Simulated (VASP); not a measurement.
C:

```
CELL_PARAMETERS angstrom
2.13459 -1.23280 0.00000
2.13459 1.23280 0.00000
-0.08152 0.00000 3.32726
ATOMIC_POSITIONS crystal
C 0.33300 0.33300 0.00001
C 0.66700 0.66700 0.99999
```

- Program: VASP 6.6.1
- Task: relaxation of cell and atoms
- Functional: PBE
- Potentials or basis: VASP PAW PBE potentials, release 64 (C_h)
- Cutoff: 1300 eV
- k mesh: 8 × 8 × 6
- Occupations: gaussian, width 0.1 eV
- Spin: no spin polarisation

At the start: pressure 1.9 GPa; volume 8.76 Å³/atom.

**Question.** How do energy, volume and symmetry change on relaxing?

**Answer.** Over 18 steps the energy falls by 30.0 meV/atom and the volume is 10.72 Å³/atom (+22.4 %); space group C2/m (No. 12, to 0.1 Å) before and after.

Step by step:
```csv
step,energy change (eV),largest force (eV/Å),pressure (GPa),volume (Å³)
1,0.0000,0.1560,1.94,17.51
2,-0.0086,0.7123,3.07,17.78
3,-0.0086,0.7240,3.08,17.78
4,-0.0121,0.6763,3.06,17.86
5,-0.0213,0.5336,3.02,18.11
6,-0.0349,0.2502,3.04,18.60
7,-0.0467,0.3070,3.40,19.57
8,-0.0472,0.4520,3.54,19.83
9,-0.0547,0.1292,1.72,20.33
10,-0.0577,0.2429,-0.20,20.91
11,-0.0589,0.0860,-0.56,21.11
12,-0.0592,0.0404,-0.83,21.28
13,-0.0596,0.0592,-0.25,21.33
14,-0.0597,0.0629,-0.03,21.34
15,-0.0597,0.0714,0.24,21.36
16,-0.0599,0.0253,0.37,21.39
17,-0.0599,0.0447,0.37,21.39
18,-0.0600,0.0304,0.14,21.44
```

Final structure:
```cif
data_structure
_symmetry_space_group_name_H-M 'P 1'
_symmetry_Int_Tables_number 1
_cell_length_a 2.4661
_cell_length_b 2.4661
_cell_length_c 4.0736
_cell_angle_alpha 91.704
_cell_angle_beta 91.704
_cell_angle_gamma 59.974
_cell_volume 21.44
loop_
_atom_site_label
_atom_site_type_symbol
_atom_site_fract_x
_atom_site_fract_y
_atom_site_fract_z
_atom_site_occupancy
C1 C 0.33341 0.33341 0.00000 1
C2 C 0.66659 0.66659 0.00000 1
```

Caveat: the volume moved by over 15 % at a fixed basis, so the end points are rough; this functional lacks dispersion, which binds layers or chains, so the pressure and a relaxed spacing across them are unreliable.
